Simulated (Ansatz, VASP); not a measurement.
Si2Ni: VASP beside Ansatz

```
Si Ni
1.0
     0.00000    2.72091    2.72091
     2.69570    0.02520    2.69570
     2.69570    2.69570    0.02520
Si Ni
2 1
Direct
  0.25000 0.25000 0.25000
  0.75000 0.75000 0.75000
  0.00000 0.00000 0.00000
```

Change from the starting cell: strain +0.0187 x Voigt [0, 0, 0, 1, 0, 0], atoms carried along.

Alike in both runs: task single point; functional PBEsol; k mesh 16 × 16 × 16; occupations gaussian, width 0.15 eV; no spin polarisation.

```csv
,VASP,Ansatz
version,VASP 6.6.1,Ansatz 0.2.0
potentials or method,"VASP PAW PBE potentials, release 64 (Si, Ni), cutoff 520 eV","scalar-relativistic, plane waves, PAW"
valence electrons in the cell,18,26
```

|  | VASP | Ansatz | Ansatz less VASP |
| --- | --- | --- | --- |
| gap on the k mesh at the Fermi level (eV) | none | none | - |
| pressure (GPa) | 0.0 | 0.0 | -0.09 |
| traceless stress, the component that is largest in VASP (GPa) | -2.25 | -2.25 | -0.003 |
| rms of the force components (eV/Å) | 0.066 | 0.065 | -0.0006 |

VASP's potentials were made for PBE, not for PBEsol. Atom by atom the forces differ by 0.001 eV/Å (rms over components). A gap of «none» marks a metal or a gap that the smearing closes. VASP's potentials hold 18 valence electrons a cell and Ansatz's 26, so a difference there can come from the potentials and not from the codes.
